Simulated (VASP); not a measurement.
A run of VASP 6.6.1 is set up as follows.

File INCAR:

```
SYSTEM = Si
  PREC = Accurate
  ENCUT = 520
  EDIFF = 1E-7
  ISMEAR = -1
  SIGMA = 0.05
  LREAL = Auto
  LASPH = .TRUE.
  NELM = 80
  ALGO = Normal
  ISIF = 2
  LWAVE = .FALSE.
  LCHARG = .FALSE.
  GGA = PS
  IBRION = 2
  NSW = 80
  EDIFFG = -0.03
```

The input KPOINTS:

```
regular mesh
0
G
  2 2 2
  0 0 0
```

Contents of POSCAR:

```
Si
1.0
    0.0000000000      5.4300000000      5.4300000000
    5.4300000000      0.0000000000      5.4300000000
    5.4300000000      5.4300000000      0.0000000000
Si
17
Direct
    0.0000000000      0.0000000000      0.0000000000
    0.1250000000      0.1250000000      0.1250000000
    0.0000000000      0.0000000000      0.5000000000
    0.1250000000      0.1250000000      0.6250000000
    0.0000000000      0.5000000000      0.0000000000
    0.1250000000      0.6250000000      0.1250000000
    0.0000000000      0.5000000000      0.5000000000
    0.1250000000      0.6250000000      0.6250000000
    0.5000000000      0.0000000000      0.0000000000
    0.6250000000      0.1250000000      0.1250000000
    0.5000000000      0.0000000000      0.5000000000
    0.6250000000      0.1250000000      0.6250000000
    0.5000000000      0.5000000000      0.0000000000
    0.6250000000      0.6250000000      0.1250000000
    0.5000000000      0.5000000000      0.5000000000
    0.6250000000      0.6250000000      0.6250000000
    0.3844035900     -0.1198930000      0.3687324500
```

Potentials or basis: VASP PAW PBE potentials, release 64 (Si).

Run with:

```sh
$ cat potpaw_PBE.64/Si/POTCAR > POTCAR
$ mpirun -np 1 vasp_std > vasp.out
```

(1) Predict the energy gained by relaxing.

(2) Estimate the band gap on the k mesh.

Results:

(1) 8.7 meV/atom.

(2) zero (bands 34 and 35 overlap by 0.25 eV).

Caveat: the k points lie up to 0.50 Å⁻¹ apart.
